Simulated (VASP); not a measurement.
# Li (P6/mmm) in VASP: notebook, part 2 of 2

VASP 6.6.1.

## Step 4: Single point, RPBE (21.94 Å³/atom)

This run uses another cell than the first one, of 21.94 Å³/atom.

Input file INCAR:

```
  PREC = Accurate
  ENCUT = 520
  EDIFF = 1E-6
  ISMEAR = -1
  SIGMA = 0.1
  LREAL = F
  LASPH = T
  NELM = 60
  ALGO = Normal
  ISIF = 2
  LWAVE = F
  LCHARG = F
  GGA = RP
  NBANDS = 12
```

Input file KPOINTS:

```
regular mesh
0
Gamma
  8 8 12
```

Input file POSCAR:

```
Li
1.0
    5.0603095187      0.0000000000      0.0000000000
   -2.5301547593      4.3823565942      0.0000000000
    0.0000000000      0.0000000000      2.9686190873
Li
3
Direct
    0.0000000000      0.0000000000      0.0000000000
    0.3333333333      0.6666666667      0.5000000000
    0.6666666667      0.3333333333      0.5000000000
```

Launch:

```
> cat potpaw_PBE.64/Li_sv/POTCAR > POTCAR
> mpirun -np 1 vasp_std > vasp.out
```

Wall time 18 s (1 thread of Intel Xeon Platinum 8488C (Sapphire Rapids), shared host); peak memory 0.19 GiB.

The run converged. Its results:

- Free energy: -5.4188 eV
- Band gap on the k mesh: zero (an odd number of electrons rules out a gap without spin polarisation)

Levels at points of the mesh, in eV from the Fermi level:
```
           k point  band 1  band 2  band 3  band 4  band 5  band 6  band 7  band 8  band 9
(0.00, 0.00, 0.00)  -46.92  -46.90  -46.80   -3.46    2.03    2.03    2.09    2.09    5.44
(0.50, 0.00, 0.00)  -46.91  -46.91  -46.80   -1.98   -1.96    0.13    2.85    7.72    7.79
(0.00, 0.00, 0.50)  -46.91  -46.90  -46.80   -0.49    0.08    5.20    5.23    5.23    6.09
(0.50, 0.00, 0.50)  -46.90  -46.90  -46.80    0.60    0.70    1.88    2.79    3.85    4.78
```

Caveat: the cutoff is under 1.25 times the usual one of these potentials, so pressure, stress and relaxed cells hold a basis-set (Pulay) error; the PAW data sets were made with another functional, which shifts forces and pressure a little.

## Step 5: Single point, RPBE (22.79 Å³/atom)

This run uses another cell than the first one, of 22.79 Å³/atom.

Input file INCAR:

```
PREC = Accurate
ENCUT = 520
EDIFF = 1E-7
ISMEAR = -1
SIGMA = 0.1
LREAL = False
LASPH = True
NELM = 60
ALGO = Normal
ISIF = 2
LWAVE = False
LCHARG = True
GGA = RP
LELF = True
LVHAR = True
NBANDS = 12
```

KPOINTS is that of step 4.

Input file POSCAR:

```
Li
1.0
    5.1243708702      0.0000000000      0.0000000000
   -2.5621854351      4.4378353520      0.0000000000
    0.0000000000      0.0000000000      3.0062005337
Li
3
Direct
    0.0000000000      0.0000000000      0.0000000000
    0.3333333333      0.6666666667      0.5000000000
    0.6666666667      0.3333333333      0.5000000000
```

Potentials or basis: VASP PAW PBE potentials, release 64 (Li_sv).

Launch:

```
> cat potpaw_PBE.64/Li_sv/POTCAR > POTCAR
> mpirun -np 1 vasp_std > vasp.out
```

OUTCAR:

```text
PREC = Accurate
   ENCUT = 520
   EDIFF = 1E-7
   ISMEAR = -1
   LREAL = False
   LASPH = True
   NELM = 60
   ISIF = 2
   GGA = RP

 ion  position               nearest neighbor table
   1  0.000  0.000  0.000-
   2  0.333  0.667  0.500-
   3  0.667  0.333  0.500-

  LATTYP: Found a hexagonal cell.
 ALAT       =     5.1243708702
 C/A-ratio  =     0.5866477290

  Lattice vectors:

 A1 = (   5.1243708702,   0.0000000000,   0.0000000000)
 A2 = (  -2.5621854351,   4.4378353520,   0.0000000000)
 A3 = (   0.0000000000,   0.0000000000,   3.0062005337)

Analysis of symmetry for initial positions (statically):
=====================================================================
 Subroutine PRICEL returns:
 Original cell was already a primitive cell.

 Routine SETGRP: Setting up the symmetry group for a
 hexagonal supercell.

 Subroutine GETGRP returns: Found 24 space group operations
 (whereof 24 operations were pure point group operations)
 out of a pool of 24 trial point group operations.

[... 175 lines left out ...]
      3     -46.5013      2.00000
      4      -3.0394      2.00000
      5       2.3656      0.00000
      6       2.3657      0.00000
      7       2.4226      0.00000
      8       2.4227      0.00000
      9       5.6161      0.00000
     10       5.7468      0.00000
     11       9.8247      0.00000
     12      13.7192      0.00000
[... 331 lines left out ...]
 k-point    24 :       0.3750    0.0000    0.1667
  band No.  band energies     occupation
      1     -46.6064      2.00000
      2     -46.6003      2.00000
      3     -46.4997      2.00000
      4      -1.8513      2.00000
      5      -0.3761      1.99886
      6       1.0848      0.00158
      7       3.3017      0.00000
      8       6.6526      0.00000
      9       7.0909      0.00000
     10       8.1976      0.00000
     11       8.8874      0.00000
     12      10.0979      0.00000

 [... further k-points ...]

------------------------ aborting loop because EDIFF is reached ----------------------------------------

  FORCE on cell =-STRESS in cart. coord.  units (eV):
  Direction    XX          YY          ZZ          XY          YZ          ZX
  --------------------------------------------------------------------------------------
  -------------------------------------------------------------------------------------
  Total       -0.4325117     -0.4325117     -0.3532811      0.0000000     -0.0000000      0.0000000
  in kB      -10.1362837    -10.1362837     -8.2794455      0.0000000     -0.0000000      0.0000000
  external PRESSURE =      -9.5173376 kB  Pullay stress =       0.0000000 kB

 VOLUME and BASIS-vectors are now :
 -----------------------------------------------------------------------------
  energy-cutoff  :      520.00
  volume of cell :       68.36
      direct lattice vectors                 reciprocal lattice vectors
     5.124370870  0.000000000  0.000000000     0.195145907  0.112667542  0.000000000
    -2.562185435  4.437835352  0.000000000     0.000000000  0.225335084  0.000000000
     0.000000000  0.000000000  3.006200534     0.000000000  0.000000000  0.332645806

 POSITION                                       TOTAL-FORCE (eV/Angst)
 -----------------------------------------------------------------------------------
      0.00000      0.00000      0.00000        -0.000000      0.000000      0.000000
     -0.00000      2.95856      1.50310         0.000000     -0.000000      0.000000
      2.56219      1.47928      1.50310        -0.000000      0.000000      0.000000
 -----------------------------------------------------------------------------------
    total drift:                               -0.000000      0.000000      0.000000

  FREE ENERGIE OF THE ION-ELECTRON SYSTEM (eV)
  ---------------------------------------------------
  free  energy   TOTEN  =        -5.4081189785 eV

  energy  without entropy=       -5.3578787519  energy(sigma->0) =       -5.38299887
```

OSZICAR:

```text
N       E                     dE             d eps       ncg     rms          rms(c)
DAV:   1     0.254822206681E+02    0.25482E+02   -0.35172E+03  1680   0.650E+02
DAV:   2     0.939044263360E+00   -0.24543E+02   -0.23938E+02  2020   0.148E+02
DAV:   3    -0.532967836637E+01   -0.62687E+01   -0.62183E+01  3252   0.384E+01
DAV:   4    -0.541252953179E+01   -0.82851E-01   -0.82802E-01  2088   0.767E+00
DAV:   5    -0.541435354241E+01   -0.18240E-02   -0.18239E-02  2632   0.963E-01    0.417E-01
DAV:   6    -0.541042626516E+01    0.39273E-02   -0.72384E-04  2468   0.224E-01    0.250E-01
DAV:   7    -0.540813376749E+01    0.22925E-02   -0.16358E-03  2716   0.266E-01    0.433E-02
DAV:   8    -0.540812092066E+01    0.12847E-04   -0.30522E-05  2144   0.410E-02    0.181E-02
DAV:   9    -0.540812084857E+01    0.72085E-07   -0.51532E-06  2796   0.144E-02    0.107E-03
DAV:  10    -0.540811906048E+01    0.17881E-05   -0.53482E-08  1956   0.204E-03    0.737E-04
DAV:  11    -0.540811897847E+01    0.82008E-07   -0.67371E-09  1424   0.811E-04
   1 F= -.54081190E+01 E0= -.53829989E+01  d E =-.502402E-01
```

It took 34 s on 1 thread of Intel Xeon Platinum 8488C (Sapphire Rapids), shared host; peak memory 0.19 GiB.

What came out:

```
Free energy            : -5.4081 eV
Band gap on the k mesh : zero (an odd number of electrons rules out a gap without spin polarisation)
```

Caveat: the cutoff is under 1.25 times the usual one of these potentials, so pressure, stress and relaxed cells hold a basis-set (Pulay) error; the PAW data sets were made with another functional, which shifts forces and pressure a little.

## Step 6: Single point, RPBE (23.63 Å³/atom)

This run uses another cell than the first one, of 23.63 Å³/atom.

Input file INCAR:

```
  PREC = Accurate
  ENCUT = 520
  EDIFF = 1E-6
  ISMEAR = -1
  SIGMA = 0.1
  LREAL = F
  LASPH = T
  NELM = 60
  ALGO = Normal
  ISIF = 2
  LWAVE = F
  LCHARG = T
  GGA = RP
  LELF = T
  LVHAR = T
  NBANDS = 12
```

Input file KPOINTS:

```
Automatic mesh
0
Gamma
  8 8 12
```

Input file POSCAR:

```
Li
1.0
    5.1868693574      0.0000000000      0.0000000000
   -2.5934346787      4.4919606297      0.0000000000
    0.0000000000      0.0000000000      3.0428651293
Li
3
Direct
    0.0000000000      0.0000000000      0.0000000000
    0.3333333333      0.6666666667      0.5000000000
    0.6666666667      0.3333333333      0.5000000000
```

Potentials or basis: VASP PAW PBE potentials, release 64 (Li_sv).

Launch:

```
> cat potpaw_PBE.64/Li_sv/POTCAR > POTCAR
> mpirun -np 1 vasp_std > vasp.out
```

It took 37 s on 1 thread of Intel Xeon Platinum 8488C (Sapphire Rapids), shared host; peak memory 0.19 GiB.

It converged, with:

```
Free energy            : -5.3915 eV
Band gap on the k mesh : zero (an odd number of electrons rules out a gap without spin polarisation)
```

Levels at points of the mesh, in eV from the Fermi level:
| k point | band 1 | band 2 | band 3 | band 4 | band 5 | band 6 | band 7 | band 8 | band 9 |
| --- | --- | --- | --- | --- | --- | --- | --- | --- | --- |
| (0.00, 0.00, 0.00) | -47.04 | -47.03 | -46.94 | -3.36 | 1.96 | 1.96 | 2.02 | 2.02 | 5.06 |
| (0.50, 0.00, 0.00) | -47.04 | -47.04 | -46.94 | -1.92 | -1.90 | 0.16 | 2.63 | 7.36 | 7.43 |
| (0.00, 0.00, 0.50) | -47.04 | -47.03 | -46.93 | -0.46 | 0.05 | 4.95 | 4.98 | 4.98 | 5.82 |
| (0.50, 0.00, 0.50) | -47.04 | -47.03 | -46.93 | 0.60 | 0.68 | 1.79 | 2.58 | 3.68 | 4.59 |

Caveat: the cutoff is under 1.25 times the usual one of these potentials, so pressure, stress and relaxed cells hold a basis-set (Pulay) error; the PAW data sets were made with another functional, which shifts forces and pressure a little.

## Step 7: Single point, RPBE

This run uses another cell than the first one, of 21.10 Å³/atom.

Input file INCAR:

```
PREC     = Accurate       # precision mode
ENCUT    = 520            # plane-wave cutoff, eV
EDIFF    = 1E-7           # SCF threshold, eV
ISMEAR   = -1             # smearing method
SIGMA    = 0.1            # smearing width, eV
LREAL    = F              # projectors in reciprocal space
LASPH    = T              # aspherical terms in the spheres
NELM     = 60             # most SCF steps
ALGO     = Normal         # electronic algorithm
ISIF     = 2              # what is computed and relaxed
LWAVE    = F              # write WAVECAR
LCHARG   = F              # write CHGCAR
GGA      = RP             # functional
NBANDS   = 12             # bands
```

Input file KPOINTS:

```
Automatic mesh
0
Gamma
  10 10 14
```

Input file POSCAR:

```
Li
1.0
    4.9945837739      0.0000000000      0.0000000000
   -2.4972918869      4.3254364295      0.0000000000
    0.0000000000      0.0000000000      2.9300612284
Li
3
Direct
    0.0000000000      0.0000000000      0.0000000000
    0.3333333333      0.6666666667      0.5000000000
    0.6666666667      0.3333333333      0.5000000000
```

Launch:

```
> cat potpaw_PBE.64/Li_sv/POTCAR > POTCAR
> mpirun -np 1 vasp_std > vasp.out
```

Run time: 58 s. Hardware: 1 thread of Intel Xeon Platinum 8488C (Sapphire Rapids), shared host; peak memory 0.21 GiB.

It converged, with:

| Quantity | Value |
| --- | --- |
| Free energy | -5.4237 eV |
| Band gap on the k mesh | zero (an odd number of electrons rules out a gap without spin polarisation) |

Levels at points of the mesh, in eV from the Fermi level:
```csv
k point,band 1,band 2,band 3,band 4,band 5,band 6,band 7,band 8,band 9
"(0.00, 0.00, 0.00)",-46.86,-46.84,-46.74,-3.52,2.07,2.07,2.12,2.12,5.65
"(0.50, 0.00, 0.00)",-46.85,-46.85,-46.74,-2.02,-2.00,0.12,2.96,7.91,7.98
"(0.00, 0.00, 0.50)",-46.85,-46.83,-46.73,-0.52,0.10,5.33,5.37,5.37,6.24
"(0.50, 0.00, 0.50)",-46.84,-46.84,-46.73,0.59,0.71,1.92,2.89,3.94,4.88
```

Caveat: the cutoff is under 1.25 times the usual one of these potentials, so pressure, stress and relaxed cells hold a basis-set (Pulay) error; the PAW data sets were made with another functional, which shifts forces and pressure a little.

## Step 8: Overview

```csv
cell,k mesh,gap on the mesh (eV)
"a = 4.927, b = 4.927, c = 2.890 Å, angles 90.0, 90.0, 120.0°, 3 atoms",8 × 8 × 12,none
"a = 4.995, b = 4.995, c = 2.930 Å, angles 90.0, 90.0, 120.0°, 3 atoms",8 × 8 × 12,none
"a = 5.060, b = 5.060, c = 2.969 Å, angles 90.0, 90.0, 120.0°, 3 atoms",8 × 8 × 12,none
"a = 5.124, b = 5.124, c = 3.006 Å, angles 90.0, 90.0, 120.0°, 3 atoms",8 × 8 × 12,none
"a = 5.187, b = 5.187, c = 3.043 Å, angles 90.0, 90.0, 120.0°, 3 atoms",8 × 8 × 12,none
"a = 4.995, b = 4.995, c = 2.930 Å, angles 90.0, 90.0, 120.0°, 3 atoms",10 × 10 × 14,none
```

Alike in all rows: task single point; level RPBE; potentials or basis VASP PAW PBE potentials, release 64 (Li_sv); no spin polarisation; cutoff (eV) 520; smearing fermi-dirac 0.1 eV.

Caveats: the cutoff is under 1.25 times the usual one of these potentials, so pressure, stress and relaxed cells hold a basis-set (Pulay) error; the PAW data sets were made with another functional, which shifts forces and pressure a little.

Absolute energies hang on the potentials; compare differences alone.
